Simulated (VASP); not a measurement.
Set up this calculation in VASP 6.6.1, as the native input.

| Property | Result |
| --- | --- |
| Task | single point |
| Functional | PBE |
| Potentials or basis | VASP PAW PBE potentials, release 64 (Ga_d, P) |
| Cutoff | 520 eV |
| k mesh | 8 × 8 × 6 |
| Occupations | gaussian, width 0.02 eV |
| Spin | no spin polarisation |
| Dipole correction | no |
| Further INCAR settings | ALGO = Normal; EDIFF = 1e-06; NBANDS = 26 |

The structure of GaP lies in POSCAR:

```
GaP
1.0
    2.8764236232      2.8764236232      0.0000000000
   -2.8764236232      2.8764236232      0.0000000000
    0.0000000000      0.0000000000      5.3564788236
Ga P
2 2
Direct
    0.0000000000      0.0000000000      0.0000000000
    0.5000000000      0.5000000000      0.5000000000
    0.5000000000      0.0000000000      0.7500000000
    0.0000000000      0.5000000000      0.2500000000
```

This cell differs from its parent crystal: biaxial strain in the a-b plane: +4.5 %.

One way to write it, as run:

INCAR

```
SYSTEM = GaP
PREC = Accurate
ENCUT = 520
EDIFF = 1E-6
ISMEAR = 0
SIGMA = 0.02
LREAL = .FALSE.
LASPH = .TRUE.
NELM = 100
ALGO = Normal
ISIF = 2
LWAVE = .FALSE.
LCHARG = .FALSE.
GGA = PE
NBANDS = 26
```

KPOINTS

```
regular mesh
0
G
  8 8 6
  0 0 0
```

Potentials or basis: VASP PAW PBE potentials, release 64 (Ga_d, P).

Command:

```bash
$ cat potpaw_PBE.64/Ga_d/POTCAR potpaw_PBE.64/P/POTCAR > POTCAR
$ mpirun -np 1 vasp_std > vasp.out
```

It gave:

The pressure is -4.0 GPa and the band gap on the k mesh is 0.84 eV.

Caveat: the cell differs from its parent crystal (biaxial strain in the a-b plane: +4.5 %); the cell stands under tension.

Run time: 100 s on 1 thread of Intel Xeon 6455B (shared host), peak memory 0.26 GiB.
